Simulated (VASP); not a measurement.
# Al2O3 (P-3m1) in VASP: a series of runs

The runs below take Al2O3 through single point, with LDA, PBEsol.

Everything below comes from runs of VASP 6.6.1. Logs are shortened: lines on timing, memory, paths and dates and some standing lists are left out, and cuts for length are marked.

### 1 The cell of the first run

The structure is trigonal, space group P-3m1 (No. 164). The conventional cell has a = 3.077 Å, b = 3.077 Å, c = 7.723 Å, α = 90.00°, β = 90.00°, γ = 120.00°. Al (site symmetry 3m) has 4 O at 1.71 to 1.88 Å within 2.3 Å. Within 2.3 Å of O (site symmetry -3m) lie 2 Al at 1.71 Å. Within 2.5 Å of O (site symmetry 3m) lie 3 Al at 1.88 Å.

### 2 Single point, LDA (volume scaled by 1.06)

Contents of INCAR:

```
SYSTEM = Al2O3
PREC = Accurate ; ENCUT = 520
EDIFF = 1E-7 ; ISMEAR = -1
SIGMA = 0.05 ; LREAL = .False.
LASPH = .True. ; NELM = 60
ALGO = Normal ; ISIF = 2
LWAVE = .False. ; LCHARG = .False.
NBANDS = 20
```

Contents of KPOINTS:

```
regular mesh
0
Gamma
  10 10 4
  0 0 0
```

Contents of POSCAR:

```
Al2O3
1.0
    3.0766638933      0.0000000000      0.0000000000
   -1.5383319466      2.6644690905      0.0000000000
    0.0000000000      0.0000000000      7.7231959930
Al O
2 3
Direct
    0.0000000000      0.0000000000      0.7220490000
    0.0000000000      0.0000000000      0.2779510000
    0.0000000000      0.0000000000      0.5000000000
    0.6666666667      0.3333333333      0.8005460000
    0.3333333333      0.6666666667      0.1994540000
```

Potentials or basis: VASP PAW LDA potentials, release 64 (Al, O).

On the command line:

```bash
> cat potpaw_LDA.64/Al/POTCAR potpaw_LDA.64/O/POTCAR > POTCAR
> mpirun -np 1 vasp_std > vasp.out
```

OUTCAR:

```text
SYSTEM = Al2O3
   PREC = Accurate
   ENCUT = 520
   EDIFF = 1E-7
   ISMEAR = -1
   LREAL = .False.
   LASPH = .True.
   NELM = 60
   ISIF = 2

 ion  position               nearest neighbor table
   1  0.000  0.000  0.722-   3 1.71   4 1.88   4 1.88   4 1.88
   2  0.000  0.000  0.278-   3 1.71   5 1.88   5 1.88   5 1.88
   3  0.000  0.000  0.500-   1 1.71   2 1.71
   4  0.667  0.333  0.801-   1 1.88   1 1.88   1 1.88
   5  0.333  0.667  0.199-   2 1.88   2 1.88   2 1.88

  LATTYP: Found a hexagonal cell.
 ALAT       =     3.0766638933
 C/A-ratio  =     2.5102501478

  Lattice vectors:

 A1 = (   3.0766638933,   0.0000000000,   0.0000000000)
 A2 = (  -1.5383319466,   2.6644690905,   0.0000000000)
 A3 = (   0.0000000000,   0.0000000000,   7.7231959930)

Analysis of symmetry for initial positions (statically):
=====================================================================
 Subroutine PRICEL returns:
 Original cell was already a primitive cell.

 Routine SETGRP: Setting up the symmetry group for a
 hexagonal supercell.

 Subroutine GETGRP returns: Found 12 space group operations
 (whereof 12 operations were pure point group operations)
 out of a pool of 24 trial point group operations.

The static configuration has the point symmetry D_3d.

Analysis of symmetry for dynamics (positions and initial velocities):
=====================================================================
 Subroutine PRICEL returns:
 Original cell was already a primitive cell.

 Routine SETGRP: Setting up the symmetry group for a
 hexagonal supercell.

 Subroutine GETGRP returns: Found 12 space group operations
 (whereof 12 operations were pure point group operations)
 out of a pool of 24 trial point group operations.

The dynamic configuration has the point symmetry D_3d.

 Subroutine INISYM returns: Found 12 space group operations
 (whereof 12 operations are pure point group operations),
 and found     1 'primitive' translations

----------------------------------------------------------------------------------------

                                     Primitive cell

  volume of cell :      63.3123

  direct lattice vectors                    reciprocal lattice vectors
     3.076663893  0.000000000  0.000000000     0.325027379  0.187654645  0.000000000
    -1.538331947  2.664469090  0.000000000     0.000000000  0.375309289  0.000000000
     0.000000000  0.000000000  7.723195993     0.000000000  0.000000000  0.129480075

  length of vectors
     3.076663893  3.076663893  7.723195993     0.375309289  0.375309289  0.129480075

  position of ions in fractional coordinates (direct lattice)
     0.000000000  0.000000000  0.722049000
     0.000000000  0.000000000  0.277951000
     0.000000000  0.000000000  0.500000000
     0.666666667  0.333333333  0.800546000
     0.333333333  0.666666667  0.199454000

  ion indices of the primitive-cell ions
   primitive index   ion index
                 1           1
                 2           2
                 3           3
                 4           4
                 5           5

----------------------------------------------------------------------------------------

 KPOINTS: regular mesh

Automatic generation of k-mesh.
 Grid dimensions read from file:
 generate k-points for:   10   10    4

 Generating k-lattice:

  Cartesian coordinates                     Fractional coordinates (reciprocal lattice)
     0.032502738  0.018765464  0.000000000     0.100000000  0.000000000  0.000000000
     0.000000000  0.037530929  0.000000000     0.000000000  0.100000000  0.000000000
     0.000000000  0.000000000  0.032370019     0.000000000  0.000000000  0.250000000

  Length of vectors
     0.037530929  0.037530929  0.032370019

  Shift w.r.t. Gamma in fractional coordinates (k-lattice)
     0.000000000  0.000000000  0.000000000

 Subroutine IBZKPT returns following result:
 ===========================================

 Found     50 irreducible k-points:

 Following reciprocal coordinates:
            Coordinates               Weight
  0.000000  0.000000  0.000000      1.000000
  0.100000  0.000000  0.000000      6.000000
  0.200000  0.000000  0.000000      6.000000
  0.300000  0.000000  0.000000      6.000000
  0.400000 -0.000000  0.000000      6.000000
  0.500000  0.000000  0.000000      3.000000
[... 16 lines left out ...]
  0.000000  0.400000  0.250000      6.000000
  0.500000  0.000000  0.250000      6.000000
 [... further k-points ...]
   k-points           NKPTS =     50   k-points in BZ     NKDIM =     50   number of bands    NBANDS=     20
   number of dos      NEDOS =    301   number of ions     NIONS =      5
   total plane-waves  NPLWV =  34560
   dimension x,y,z NGX =    24 NGY =   24 NGZ =   60
   dimension x,y,z NGXF=    48 NGYF=   48 NGZF=  120
   ions per type =               2   3
   NGX,Y,Z   is equivalent  to a cutoff of  12.97, 12.97, 12.92 a.u.
   NGXF,Y,Z  is equivalent  to a cutoff of  25.94, 25.94, 25.83 a.u.
 SYSTEM =  Al2O3
   PREC   = accura    normal or accurate (medium, high low for compatibility)
   ISTART =      0    job   : 0-new  1-cont  2-samecut
   ICHARG =      2    charge: 1-file 2-atom 10-const
   ISPIN  =      1    spin polarized calculation?
   LNONCOLLINEAR =      F non collinear calculations
   LSORBIT =      F    spin-orbit coupling
   LASPH  =      T    aspherical Exc in radial PAW
   ENCUT  =  520.0 eV  38.22 Ry    6.18 a.u.   5.72  5.72 14.36*2*pi/ulx,y,z
   NELM   =     60;   NELMIN=  2; NELMDL= -5     # of ELM steps
   EDIFF  = 0.1E-06   stopping-criterion for ELM
   LREAL  =      F    real-space projection
   EDIFFG = 0.1E-05   stopping-criterion for IOM
   NSW    =      0    number of steps for IOM
   IBRION =     -1    ionic relax: 0-MD 1-quasi-New 2-CG
   NFREE  =      0    steps in history (QN), initial steepest desc. (CG)
   ISIF   =      2    stress and relaxation
   ISYM   =      2    0-nonsym 1-usesym 2-fastsym
   POTIM  = 0.5000    time-step for ionic-motion
   TEBEG  =    0.0;   TEEND  =   0.0 temperature during run
   PSTRESS=    0.0 pullay stress
   NELECT =      24.0000    total number of electrons
   NUPDOWN=      -1.0000    fix difference up-down
   EMIN   =  10.00;   EMAX   =-10.00  energy-range for DOS
   EFERMI =   0.00;   METHOD = LEGACY
   ISMEAR =    -1;   SIGMA  =   0.05  broadening in eV -4-tet -1-fermi 0-gaus
   EFERMI_NEDOS =   21; number of points for ismear=-14 and -15
   IALGO  =     38    algorithm
   IMIX   =      4    mixing-type and parameters
     AMIX     =   0.40;   BMIX     =  1.00
     AMIX_MAG =   1.60;   BMIX_MAG =  1.00
  volume/ion in A,a.u.               =      12.66        85.45
  Fermi-wavevector in a.u.,A,eV,Ry     =   1.184812  2.238969 19.099568  1.403779
  Thomas-Fermi vector in A             =   2.321018
   LORBIT       =      0    0 simple, 1 ext, 2 COOP (PROOUT), +10 PAW based schemes
   GGA     = CA    functional components
   LHFCALC =     F    Hartree Fock is set to
   AEXX    =    0.0000 exact exchange contribution
   IVDW    =     0    specifies the selected vdW correction
   LEPSILON=     F    determine dielectric tensor
   LRPA    =     F    only Hartree local field effects (RPA)
 non-spin polarized calculation
  energy-cutoff  :      520.00
  volume of cell :       63.31
 maximum number of plane-waves:      1722
 NGX is ok and might be reduce to    24
   NGX = 11   NGY = 11   NGZ = 29

 number of electron      24.0000015 magnetization

 Free energy of the ion-electron system (eV)
  ---------------------------------------------------
  ext. energy  EPLUGINS =         0.00000000
  ---------------------------------------------------
  free energy    TOTEN  =       -39.42953018 eV

  energy without entropy =      -39.42953018  energy(sigma->0) =      -39.42953018

 E-fermi :   4.0210     XC(G=0):  -9.9832

 val. band max:        3.0531963405   @ k =   0.0000   0.0000   0.0000
 cond. band min:       4.8387320605   @ k =   0.0000   0.0000   0.0000
 fundamental gap:      1.7855357200
 Fermi energy:         4.0209604654

 k-point     1 :       0.0000    0.0000    0.0000
  band No.  band energies     occupation
      1     -15.9983      2.00000
      2     -15.8214      2.00000
      3     -13.3392      2.00000
      4      -2.6923      2.00000
      5      -1.2721      2.00000
      6      -0.5886      2.00000
[... 12 lines left out ...]
     19      14.3122      0.00000
     20      14.6967      0.00000

 k-point     2 :       0.1000    0.0000    0.0000
  band No.  band energies     occupation
      1     -15.9255      2.00000
      2     -15.7570      2.00000
      3     -13.3020      2.00000
      4      -2.6693      2.00000
      5      -1.2379      2.00000
      6      -0.9751      2.00000
[... 12 lines left out ...]
     19      14.3618      0.00000
     20      14.5228      0.00000

 k-point     3 :       0.2000    0.0000    0.0000
  band No.  band energies     occupation
      1     -15.7261      2.00000
      2     -15.5827      2.00000
      3     -13.2039      2.00000
      4      -2.7748      2.00000
      5      -1.9353      2.00000
      6      -1.3955      2.00000
[... 12 lines left out ...]
     19      14.2713      0.00000
     20      14.9912      0.00000

 k-point     4 :       0.3000    0.0000    0.0000
  band No.  band energies     occupation
      1     -15.4592      2.00000
      2     -15.3557      2.00000
      3     -13.0827      2.00000
      4      -3.2988      2.00000
      5      -2.8698      2.00000
      6      -1.4049      2.00000
[... 429 lines left out ...]
 k-point    23 :       0.0000    0.4000    0.2500
  band No.  band energies     occupation
      1     -15.2048      2.00000
      2     -15.1795      2.00000
      3     -12.9856      2.00000
      4      -3.8985      2.00000
      5      -3.4787      2.00000
      6      -1.3238      2.00000
[... 12 lines left out ...]
     19      13.8650      0.00000
     20      15.6087      0.00000

 k-point    24 :       0.5000    0.0000    0.2500
  band No.  band energies     occupation
      1     -15.1166      2.00000
      2     -15.0937      2.00000
      3     -12.9504      2.00000
      4      -4.1086      2.00000
      5      -3.7300      2.00000
      6      -1.2364      2.00000
[... 12 lines left out ...]
     19      13.7176      0.00000
     20      15.3219      0.00000

 [... further k-points ...]

------------------------ aborting loop because EDIFF is reached ----------------------------------------

  FORCE on cell =-STRESS in cart. coord.  units (eV):
  Direction    XX          YY          ZZ          XY          YZ          ZX
  --------------------------------------------------------------------------------------
  -------------------------------------------------------------------------------------
  Total       -5.8261037     -5.8261037     -6.4086630     -0.0000000      0.0000000      0.0000000
  in kB     -147.4351368   -147.4351368   -162.1773570     -0.0000000      0.0000000      0.0000000
  external PRESSURE =    -152.3492102 kB  Pullay stress =       0.0000000 kB

 VOLUME and BASIS-vectors are now :
 -----------------------------------------------------------------------------
  energy-cutoff  :      520.00
  volume of cell :       63.31
      direct lattice vectors                 reciprocal lattice vectors
     3.076663893  0.000000000  0.000000000     0.325027379  0.187654645  0.000000000
    -1.538331947  2.664469090  0.000000000     0.000000000  0.375309289  0.000000000
     0.000000000  0.000000000  7.723195993     0.000000000  0.000000000  0.129480075

 POSITION                                       TOTAL-FORCE (eV/Angst)
 -----------------------------------------------------------------------------------
      0.00000      0.00000      5.57653         0.000000      0.000000     -0.620502
      0.00000      0.00000      2.14667        -0.000000     -0.000000      0.620502
      0.00000      0.00000      3.86160        -0.000000     -0.000000      0.000000
      1.53833      0.88816      6.18277        -0.000000      0.000000     -0.838328
     -0.00000      1.77631      1.54042         0.000000     -0.000000      0.838328
 -----------------------------------------------------------------------------------
    total drift:                                0.000000      0.000000     -0.000000

  FREE ENERGIE OF THE ION-ELECTRON SYSTEM (eV)
  ---------------------------------------------------
  free  energy   TOTEN  =       -39.4295301793 eV

  energy  without entropy=      -39.4295301785  energy(sigma->0) =      -39.42953018
```

Wall time 30 s (1 thread of Intel Xeon 6975P-C (Granite Rapids), shared host); peak memory 0.18 GiB.

Results:

```
Free energy            : -39.4295 eV
Pressure               : -15.2 GPa
Largest force          : 0.838 eV/Å
Band gap on the k mesh : 1.79 eV, direct
```

Forces on the atoms (eV/Å):
```
Al   0.000  0.000 -0.621
Al   0.000  0.000  0.621
O    0.000  0.000  0.000
O    0.000  0.000 -0.838
O    0.000  0.000  0.838
```

Levels at points of the mesh, in eV from the valence-band top:
| k point | band 8 | band 9 | band 10 | band 11 | band 12 | band 13 | band 14 | band 15 | band 16 | band 17 |
| --- | --- | --- | --- | --- | --- | --- | --- | --- | --- | --- |
| (0.00, 0.00, 0.00) | -3.63 | -3.63 | -2.28 | 0.00 | 0.00 | 1.79 | 3.70 | 6.82 | 9.88 | 9.96 |
| (0.50, 0.00, 0.00) | -4.20 | -3.46 | -2.99 | -1.68 | -0.45 | 4.26 | 5.73 | 7.48 | 8.26 | 8.93 |
| (0.00, 0.00, 0.50) | -3.62 | -3.54 | -3.04 | 0.00 | 0.00 | 2.73 | 2.77 | 7.54 | 8.19 | 11.17 |
| (0.50, 0.00, 0.50) | -4.24 | -3.33 | -3.20 | -1.62 | -0.45 | 4.67 | 5.19 | 7.37 | 8.07 | 9.59 |

### 3 Single point, PBEsol (volume scaled by 1.06)

Contents of INCAR:

```
PREC = Accurate
ENCUT = 520
EDIFF = 1E-7
ISMEAR = -1
SIGMA = 0.05
LREAL = False
LASPH = True
NELM = 100
ALGO = Normal
ISIF = 2
LWAVE = False
LCHARG = True
GGA = PS
LELF = True
LVHAR = True
NBANDS = 20
```

Contents of KPOINTS:

```
regular mesh
0
Gamma
  10 10 4
```

POSCAR is that of step 2.

Potentials or basis: VASP PAW PBE potentials, release 64 (Al, O).

On the command line:

```bash
> cat potpaw_PBE.64/Al/POTCAR potpaw_PBE.64/O/POTCAR > POTCAR
> mpirun -np 1 vasp_std > vasp.out
```

Wall time 33 s (1 thread of Intel Xeon 6975P-C (Granite Rapids), shared host); peak memory 0.2 GiB.

It converged, with:

```
Free energy            : -37.5591 eV
Pressure               : -11.6 GPa
Largest force          : 0.606 eV/Å
Band gap on the k mesh : 1.80 eV, direct
```

Forces on the atoms (eV/Å):
```
Al   0.000  0.000 -0.604
Al   0.000  0.000  0.604
O    0.000  0.000  0.000
O    0.000  0.000 -0.606
O    0.000  0.000  0.606
```

Stress tensor (GPa, compression positive):
```
-11.26   0.00   0.00
  0.00 -11.26   0.00
  0.00   0.00 -12.15
```

Levels at points of the mesh, in eV from the valence-band top:
| k point | band 10 | band 11 | band 12 | band 13 | band 14 | band 15 |
| --- | --- | --- | --- | --- | --- | --- |
| (0.00, 0.00, 0.00) | -2.30 | 0.00 | 0.00 | 1.80 | 3.72 | 6.88 |
| (0.50, 0.00, 0.00) | -3.02 | -1.68 | -0.45 | 4.31 | 5.77 | 7.58 |
| (0.00, 0.00, 0.50) | -3.02 | 0.00 | 0.00 | 2.76 | 2.77 | 7.59 |
| (0.50, 0.00, 0.50) | -3.23 | -1.62 | -0.44 | 4.70 | 5.25 | 7.46 |

Caveat: the PAW data sets were made with another functional, which shifts forces and pressure a little.

[end of part 1 of 2]
